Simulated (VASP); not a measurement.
A run of VASP 6.6.1 is set up as follows.

File INCAR:

```
SYSTEM = Se
ALGO = Normal
EDIFF = 1E-6
EDIFFG = -0.005
ENCUT = 600
GGA = CA
IBRION = 2
ISIF = 3
ISMEAR = -1
LASPH = .True.
LCHARG = .False.
LREAL = .False.
LWAVE = .False.
NELM = 60
NSW = 32
PREC = Accurate
PSTRESS = 1400.0
SIGMA = 0.1
```

The input KPOINTS:

```
k-points
0
Gamma
  13 13 13
  0 0 0
```

Contents of POSCAR:

```
Se
1.0
    0.0000000000      2.4200596422      2.4200596422
    2.4200596422      0.0000000000      2.4200596422
    2.4200596422      2.4200596422      0.0000000000
Se
2
Direct
   -0.1250000000     -0.1250000000     -0.1250000000
    0.1250000000      0.1250000000      0.1250000000
```

Potentials or basis: VASP PAW LDA potentials, release 64 (Se).

Run with:

```bash
$ cat potpaw_LDA.64/Se/POTCAR > POTCAR
$ mpirun -np 1 vasp_std > vasp.out
```

**Question.** What does it give for the space group after relaxing (to 0.1 Å)?

**Answer.** Fd-3m (No. 227).

**Question.** What does it give for the relaxed volume?

**Answer.** 14.26 Å³/atom.

**Question.** Estimate the relaxed cell.

**Answer.** a = 3.429 Å, b = 3.429 Å, c = 3.429 Å, α = 60.00°, β = 60.00°, γ = 60.00°.

**Question.** Estimate the band gap on the k mesh.

**Answer.** Zero (bands 6 and 7 overlap by 4.40 eV).

Final structure:
```xyz
2
Lattice="0.0000 2.4250 2.4250 2.4250 0.0000 2.4250 2.4250 2.4250 0.0000" Properties=species:S:1:pos:R:3 pbc="T T T"
Se    4.2437    4.2437    4.2437
Se    0.6062    0.6062    0.6062
```

Caveat: the cell is relaxed towards a set pressure, so the run minimises the enthalpy, not the energy.
